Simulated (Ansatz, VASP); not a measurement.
# WS2 in VASP and in Ansatz

The input INCAR:

```
PREC = Accurate
ENCUT = 500
EDIFF = 1E-6
ISMEAR = 0
SIGMA = 0.05
LREAL = False
LASPH = True
NELM = 120
ALGO = Normal
ISIF = 2
LWAVE = False
LCHARG = False
GGA = PS
NBANDS = 20
GGA_COMPAT = False
```

KPOINTS

```
Automatic mesh
0
Gamma
  6 6 1
```

The input POSCAR:

```
WS2
1.0
    3.1835163552      0.0000000000      0.0000000000
   -1.5917581776      2.7570060369      0.0000000000
    0.0000000000      0.0000000000     17.9676125634
W S
1 2
Direct
    0.3333333333      0.6666666667      0.0000000000
    0.6666666667      0.3333333333      0.9079994900
    0.6666666667      0.3333333333      0.0920005100
```

Input for Ansatz:

```yaml
crystal:
  lattice:
    - [3.1835163552, 0.0, 0.0]
    - [-1.5917581776, 2.7570060369, 0.0]
    - [0.0, 0.0, 17.9676125634]
  atoms:
    - { symbol: W, position: [0.3333333333, 0.6666666667, 0.0] }
    - { symbol: S, position: [0.6666666667, 0.3333333333, 0.90799949] }
    - { symbol: S, position: [0.6666666667, 0.3333333333, 0.09200051] }
basis:
  ecutwfc: 420
kpoints:
  mp_grid: { grid: [6, 6, 1] }
hamiltonian:
  xc: pbesol
scf:
  occupations: { method: gaussian, width: 0.05 }
output:
  forces: true
  stress: true
  eigenvalues: true
```

Change from the starting cell: strain +0.0600 x Voigt [0, 0, 1, 0, 0, 0], atoms carried along.

Alike in both runs: task single point; functional PBEsol; k mesh 6 × 6 × 1; occupations gaussian, width 0.05 eV; no spin polarisation.

|  | VASP | Ansatz |
| --- | --- | --- |
| version | VASP 6.6.1 | Ansatz 0.2.0 |
| potentials or method | VASP PAW PBE potentials, release 64 (W_sv, S), cutoff 500 eV | scalar-relativistic, plane waves, PAW |
| valence electrons in the cell | 26 | 26 |

VASP gave:

```
gap on the k mesh at the Fermi level (eV) : 1.70
least direct gap on the mesh (eV)         : 2.00
rms of the force components (eV/Å)        : 0.826
```

**Question.** Estimate Ansatz's values.

**Answer.** gap on the k mesh at the Fermi level (eV): 1.70; least direct gap on the mesh (eV): 2.00; rms of the force components (eV/Å): 0.834.

VASP's potentials were made for PBE, not for PBEsol. Atom by atom the forces differ by 0.009 eV/Å (rms over components).

Spin-orbit coupling is off throughout.
